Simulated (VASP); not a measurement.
Here is a VASP 6.6.1 calculation.

INCAR

```
  ALGO = Normal
  EDIFF = 1E-6
  ENCUT = 500
  GGA = PS
  GGA_COMPAT = False
  ISIF = 2
  ISMEAR = -1
  LASPH = True
  LCHARG = False
  LREAL = False
  LWAVE = False
  NBANDS = 36
  NELM = 120
  PREC = Accurate
  SIGMA = 0.05
```

KPOINTS

```
k-points
0
Gamma
  5 5 5
```

Contents of POSCAR:

```
ZnSiP2
1.0
   -2.7565185035      2.7565185035      5.3659363262
    2.7565185035     -2.7565185035      5.3659363262
    2.7565185035      2.7565185035     -5.3659363262
Zn Si P
2 2 4
Direct
    0.0000000000      0.0000000000      0.0000000000
    0.7500000000      0.2500000000      0.5000000000
    0.5000000000      0.5000000000      0.0000000000
    0.2500000000      0.7500000000      0.5000000000
    0.3750000000      0.3923010000      0.5173010000
    0.8750000000      0.8576990000      0.4826990000
    0.6076990000      0.1250000000      0.9826990000
    0.1423010000      0.6250000000      0.0173010000
```

Potentials or basis: VASP PAW PBE potentials, release 64 (Zn, Si, P).

Launch:

```console
$ cat potpaw_PBE.64/Zn/POTCAR potpaw_PBE.64/Si/POTCAR potpaw_PBE.64/P/POTCAR > POTCAR
$ mpirun -np 1 vasp_std > vasp.out
```

**Question.** What does it give for the largest force?

**Answer.** 0.018 eV/Å.

**Question.** What does it give for the band gap on the k mesh?

**Answer.** 1.34 eV.

Forces in eV/Å, atoms in the order of the input:
```
Zn   0.000  0.000  0.000
Zn   0.000  0.000  0.000
Si   0.000  0.000  0.000
Si   0.000  0.000  0.000
P    0.018  0.000  0.000
P   -0.018  0.000  0.000
P    0.000 -0.018  0.000
P    0.000  0.018  0.000
```

Caveat: the cell stands under tension; the PAW data sets were made with another functional, which shifts forces and pressure a little. A k mesh can miss the band edges.
